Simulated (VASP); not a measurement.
Input of a VASP 6.6.1 run:

File INCAR:

```
SYSTEM = Se
ALGO = Normal ; EDIFF = 1E-6
EDIFFG = -0.04 ; ENCUT = 600
GGA = PE ; IBRION = 2
ISIF = 3 ; ISMEAR = 0
LASPH = .True. ; LCHARG = .False.
LREAL = .False. ; LWAVE = .False.
NELM = 80 ; NSW = 90
PREC = Accurate ; SIGMA = 0.1
```

The input KPOINTS:

```
k-points
0
Gamma
  8 4 6
  0 0 0
```

The input POSCAR:

```
Se
1.0
    2.3133966400      0.0000000000      0.0000000000
    0.0000000000      3.9854420700      0.0000000000
   -0.0709816500      0.0000000000      2.7320751500
Se
1
Direct
    0.0000000000      0.5000000000      0.5000000000
```

Potentials or basis: VASP PAW PBE potentials, release 64 (Se).

Launch:

```console
$ cat potpaw_PBE.64/Se/POTCAR > POTCAR
$ mpirun -np 1 vasp_std > vasp.out
```

(1) What does it give for the space group after relaxing (to 0.05 Å)?

(2) Predict the band gap on the k mesh.

(3) Predict the relaxed volume.

(4) Predict the relaxed cell.

Results:

(1) Pmmm (No. 47).

(2) zero (band 3 reaches 4.97 eV, above the bottom of band 4 at 1.30 eV).

(3) 28.64 Å³/atom.

(4) a = 2.722 Å, b = 4.103 Å, c = 2.564 Å, α = 90.00°, β = 89.67°, γ = 90.00°.

Caveat: the k points lie up to 0.41 Å⁻¹ apart in the final cell.
